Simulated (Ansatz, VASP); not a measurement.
# BiTe: VASP beside Ansatz

```
Bi Te
1.0
     0.00000    3.23500    3.28353
     3.23500    0.00000    3.28353
     3.23500    3.23500    0.00000
Bi Te
1 1
Direct
  0.00000 0.00000 0.00000
  0.50000 0.50000 0.50000
```

Change from the starting cell: strain +0.000 along x and y, +0.015 along z, atoms carried along.

Alike in both runs: task single point; functional r2SCAN; k mesh 14 × 14 × 14; occupations gaussian, width 0.15 eV; no spin polarisation.

|  | VASP | Ansatz |
| --- | --- | --- |
| version | VASP 6.6.1 | Ansatz 0.2.0 |
| potentials or method | VASP PAW PBE potentials, release 64 (Bi_d, Te), cutoff 520 eV | scalar-relativistic, plane waves, PAW |
| valence electrons in the cell | 21 | 31 |

|  | VASP | Ansatz | Ansatz less VASP |
| --- | --- | --- | --- |
| gap on the k mesh at the Fermi level (eV) | none | none | - |
| pressure (GPa) | -0.8 | -0.7 | +0.03 |
| traceless stress, the component that is largest in VASP (GPa) | -0.75 | -0.74 | +0.001 |

VASP's potentials were made for PBE, not for r2SCAN. A gap of «none» marks a metal or a gap that the smearing closes. With one functional, cell and mesh, what is left measures potentials, basis and numerics. VASP's potentials hold 21 valence electrons a cell and Ansatz's 31, so a difference there can come from the potentials and not from the codes.

Spin-orbit coupling is off throughout.
